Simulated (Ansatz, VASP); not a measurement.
**One calculation of PbS, two programs**

INCAR

```
PREC = Accurate
ENCUT = 600
EDIFF = 1E-7
ISMEAR = -1
SIGMA = 0.05
LREAL = F
LASPH = T
NELM = 100
ALGO = Normal
ISIF = 3
LWAVE = F
LCHARG = F
GGA = PE
IVDW = 12
IBRION = 2
NSW = 60
EDIFFG = -0.01
```

KPOINTS

```
regular mesh
0
Gamma
  8 8 7
```

The input POSCAR:

```
PbS
1.0
    4.0896976867      0.0000000000      0.0000000000
   -2.0448488433      3.5417820905      0.0000000000
    0.0000000000      0.0000000000      3.7881670000
Pb S
1 1
Direct
    0.0000000000      0.0000000000      0.0000000000
    0.6666666667      0.3333333333      0.5000000000
```

The input input.yaml:

```yaml
crystal:
  lattice:
    - [4.0896976867, 0.0, 0.0]
    - [-2.0448488433, 3.5417820905, 0.0]
    - [0.0, 0.0, 3.788167]
  atoms:
    - { symbol: Pb, position: [0.0, 0.0, 0.0] }
    - { symbol: S, position: [0.6666666667, 0.3333333333, 0.5] }
hamiltonian:
  xc: pbe
  pseudopotentials: { kind: paw }
  dispersion: d3bj
kpoints:
  mp_grid: { grid: [8, 8, 7] }
scf:
  occupations: { method: fermi_dirac, width: 0.05 }
output:
  forces: true
  stress: true
  eigenvalues: true
  write_density: true
  write_potential: true
  elf: true
  volumetric_format: npy
relax:
  f_tol: 0.01
  max_steps: 40
  cell: { stress_tol: 0.05 }
```

Alike in both runs: task relaxation of cell and atoms; functional PBE; dispersion D3(BJ); k mesh 8 × 8 × 7; occupations fermi-dirac, width 0.05 eV; no spin polarisation.

```csv
,VASP,Ansatz
version,VASP 6.6.1,Ansatz 0.2.0
potentials or method,"VASP PAW PBE potentials, release 64 (Pb_d, S)",Ansatz PAW
plane-wave cutoff (eV),600,420
valence electrons in the cell,20,20
```

VASP gave:

```
gap on the k mesh at the Fermi level, each at its own relaxed structure (eV) : none
relaxed volume (Å³/atom)                                                     : 26.26
relaxed cell length with the largest relative difference (Å)                 : 3.768
```

Question: Which values does Ansatz return?

Answer: gap on the k mesh at the Fermi level, each at its own relaxed structure (eV): none; relaxed volume (Å³/atom): 26.26; relaxed cell length with the largest relative difference (Å): 3.769.

A gap of «none» marks a metal or a gap that the smearing closes.

Neither program's run includes spin-orbit coupling. Noted on Ansatz's run: the plane-wave basis is chosen anew once the cell has moved, so the energies of steps on either side of that aren't comparable.
